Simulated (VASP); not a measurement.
Here is a VASP 6.6.1 calculation.

INCAR

```
PREC = Accurate ; ENCUT = 520
EDIFF = 1E-7 ; ISMEAR = 0
SIGMA = 0.15 ; LREAL = False
LASPH = True ; NELM = 60
ALGO = Fast ; ISIF = 2
LWAVE = False ; LCHARG = False
GGA = PS ; NBANDS = 12
```

Contents of KPOINTS:

```
Automatic mesh
0
Gamma
  20 20 20
```

The input POSCAR:

```
Ag
1.0
   -1.6556540000      1.6556540000      1.7218801600
    1.6556540000     -1.6556540000      1.7218801600
    1.6556540000      1.6556540000     -1.7218801600
Ag
1
Direct
    0.0000000000      0.0000000000      0.0000000000
```

Potentials or basis: VASP PAW PBE potentials, release 64 (Ag).

The run is started by

```bash
$ cat potpaw_PBE.64/Ag/POTCAR > POTCAR
$ mpirun -np 1 vasp_std > vasp.out
```

Q: Predict the pressure.

A: -9.7 GPa.

Stress tensor (GPa, compression positive):
```
-9.90  0.00  0.00
 0.00 -9.90  0.00
 0.00  0.00 -9.44
```

Caveat: the cell differs from its parent crystal (strain +0.000 along x and y, +0.040 along z); the PAW data sets were made with another functional, which shifts forces and pressure a little.
